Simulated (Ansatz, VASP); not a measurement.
This is a calculation of Cu for VASP 6.6.1.

Contents of INCAR:

```
PREC = Accurate ; ENCUT = 520
EDIFF = 1E-6 ; ISMEAR = 0
SIGMA = 0.011 ; LREAL = False
LASPH = True ; NELM = 100
ALGO = Fast ; ISIF = 2
LWAVE = False ; LCHARG = False
GGA = PE ; NBANDS = 12
```

File KPOINTS:

```
regular mesh
0
Gamma
  13 13 13
```

The input POSCAR:

```
Cu
1.0
   -1.4427933200      1.4427933200      1.3760814500
    1.4427933200     -1.4427933200      1.3760814500
    1.4427933200      1.4427933200     -1.3760814500
Cu
1
Direct
    0.0000000000      0.0000000000      0.0000000000
```

Potentials or basis: VASP PAW PBE potentials, release 64 (Cu).

Run with:

```console
$ cat potpaw_PBE.64/Cu/POTCAR > POTCAR
$ mpirun -np 1 vasp_std > vasp.out
```

**Question.** Set up the same calculation for Ansatz 0.2.0. Potentials there: Ansatz PAW.

**Answer.** As run (the cutoff follows the program's own potentials):

File input.yaml:

```yaml
crystal:
  lattice:
    - [-1.44279332, 1.44279332, 1.37608145]
    - [1.44279332, -1.44279332, 1.37608145]
    - [1.44279332, 1.44279332, -1.37608145]
  atoms:
    - { symbol: Cu, position: [0.0, 0.0, 0.0] }
hamiltonian:
  xc: pbe
  pseudopotentials: { kind: paw }
kpoints:
  mp_grid: { grid: [13, 13, 13] }
scf:
  occupations: { method: gaussian, width: 0.011 }
output:
  forces: true
  stress: true
  eigenvalues: true
```

Potentials or basis: Ansatz PAW.

Run with:

```sh
$ ansatz run input.yaml --threads 2 --pin off --max-ram 5632MiB --backend cpu --events-out ev --progress --plain --runs-dir out
```

Both were run:

|  | VASP | Ansatz | Ansatz less VASP |
| --- | --- | --- | --- |
| gap on the k mesh at the Fermi level (eV) | none | none | - |
| pressure (GPa) | 8.3 | 7.2 | -1.09 |
| traceless stress, the component that is largest in VASP (GPa) | -0.08 | 0.20 | +0.276 |

A gap of «none» marks a metal or a gap that the smearing closes. The functional is the same, so the differences come from potentials, cutoffs and numerics. VASP's potentials hold 11 valence electrons a cell and Ansatz's 19, so a difference there can come from the potentials and not from the codes.
